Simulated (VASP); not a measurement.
Input of a VASP 6.6.1 run:

Contents of INCAR:

```
PREC = Accurate ; ENCUT = 520
EDIFF = 1E-8 ; ISMEAR = -1
SIGMA = 0.03 ; LREAL = F
LASPH = T ; NELM = 80
ALGO = Normal ; ISIF = 2
LWAVE = F ; LCHARG = F
GGA = PS ; LEFG = T
NBANDS = 18
```

KPOINTS

```
Automatic mesh
0
Gamma
  11 11 8
```

POSCAR

```
BaY
1.0
    3.8531774336      0.0000000000      0.0000000000
    0.0000000000      3.8531774336      0.0000000000
    0.0000000000      0.0000000000      5.7794555925
Ba Y
1 1
Direct
    0.0000000000      0.0000000000      0.0000000000
    0.5000000000      0.5000000000      0.5000000000
```

Potentials or basis: VASP PAW PBE potentials, release 64 (Ba_sv, Y_sv).

Launch:

```console
$ cat potpaw_PBE.64/Ba_sv/POTCAR potpaw_PBE.64/Y_sv/POTCAR > POTCAR
$ mpirun -np 1 vasp_std > vasp.out
```

Task: What does it give for the pressure?

Result: -1.2 GPa.

Task: Estimate the band gap on the k mesh.

Result: Zero (an odd number of electrons rules out a gap without spin polarisation).

Electric field gradients, principal values (V/Å²):
| atom | least | middle | greatest (by size) |
| --- | --- | --- | --- |
| 1 Ba | 20.066 | 20.066 | -40.131 |
| 2 Y | -7.178 | -7.178 | 14.357 |

Caveat: without QUAD_EFG the Cq values of the log hold for a quadrupole moment of 1 mb, not for the nuclei; the PAW data sets were made with another functional, which shifts forces and pressure a little; spin-orbit coupling is left out, which moves the levels of the heavy elements.
